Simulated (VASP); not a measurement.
Set up this calculation in VASP 6.6.1, as the native input.

```yaml
Task: single point
Functional: PBE
Potentials_or_basis: VASP PAW PBE potentials, release 64 (Be, Co_sv)
Cutoff: 510 eV
k_mesh: 3 × 3 × 3
Occupations: gaussian, width 0.1 eV
Spin: collinear spin, ferromagnetic start
Starting_moments: "[0.0, 0.0, 1.19] μB"
Dipole_correction: no
k_mesh_for_the_DOS: 5 × 5 × 5
Occupations_for_the_DOS: tetrahedron
Further_INCAR_settings: ALGO = Normal; EDIFF = 1e-06
```

Crystal: Be2Co.

```
Be Co
1.0
     0.00000    1.95096    5.41998
     1.36044    0.00000    5.41998
     1.36044    1.95096    0.00000
Be Co
2 1
Direct
  0.33606 0.33606 0.66394
  0.66394 0.66394 0.33606
  0.00000 0.00000 0.00000
```

These files were run (other wordings do the same):

POSCAR

```
Be2Co
1.0
    0.0000000000      1.9509646757      5.4199772778
    1.3604404252      0.0000000000      5.4199772778
    1.3604404252      1.9509646757      0.0000000000
Be Co
2 1
Direct
    0.3360580000      0.3360580000      0.6639420000
    0.6639420000      0.6639420000      0.3360580000
    0.0000000000      0.0000000000      0.0000000000
```

INCAR.step1

```
SYSTEM = Be2Co
ALGO = Normal
EDIFF = 1E-6
ENCUT = 510
GGA = PE
GGA_COMPAT = .False.
ISIF = 2
ISMEAR = 0
ISPIN = 2
LASPH = .True.
LCHARG = .True.
LMAXMIX = 4
LORBIT = 11
LREAL = .False.
LWAVE = .False.
MAGMOM = 0 0 1.19
NBANDS = 22
NEDOS = 2001
NELM = 200
PREC = Accurate
SIGMA = 0.1
```

KPOINTS.step1

```
k-points
0
Gamma
  3 3 3
  0 0 0
```

INCAR.step2

```
SYSTEM = Be2Co
ALGO = Normal
EDIFF = 1E-6
ENCUT = 510
GGA = PE
GGA_COMPAT = .False.
ICHARG = 11
ISIF = 2
ISMEAR = -5
ISPIN = 2
LASPH = .True.
LCHARG = .False.
LMAXMIX = 4
LORBIT = 11
LREAL = .False.
LWAVE = .False.
MAGMOM = 0 0 1.19
NEDOS = 1001
NELM = 200
PREC = Accurate
SIGMA = 0.1
```

KPOINTS.step2

```
k-points
0
Gamma
  5 5 5
  0 0 0
```

Potentials or basis: VASP PAW PBE potentials, release 64 (Be, Co_sv).

Command:

```console
$ cat potpaw_PBE.64/Be/POTCAR potpaw_PBE.64/Co_sv/POTCAR > POTCAR
$ cp INCAR.step1 INCAR
$ cp KPOINTS.step1 KPOINTS
$ mpirun -np 1 vasp_std > vasp.out
$ cp INCAR.step2 INCAR
$ cp KPOINTS.step2 KPOINTS
$ mpirun -np 1 vasp_std > vasp.out
```

It gave:

```yaml
Net_moment: 1.38 μB per cell
Site_moments: Be -0.02; Co +1.28 μB
Valence_electrons_inside_the_program's_atomic_spheres: Be 1.00; Co 15.14
```

Caveat: the k points lie up to 0.96 Å⁻¹ apart, too coarse for converged energies, forces and pressures.

Run time: 60 s on 1 thread of Intel(R) Xeon(R) Platinum 8488C (Sapphire Rapids), with other jobs on the host, peak memory 0.2 GiB.
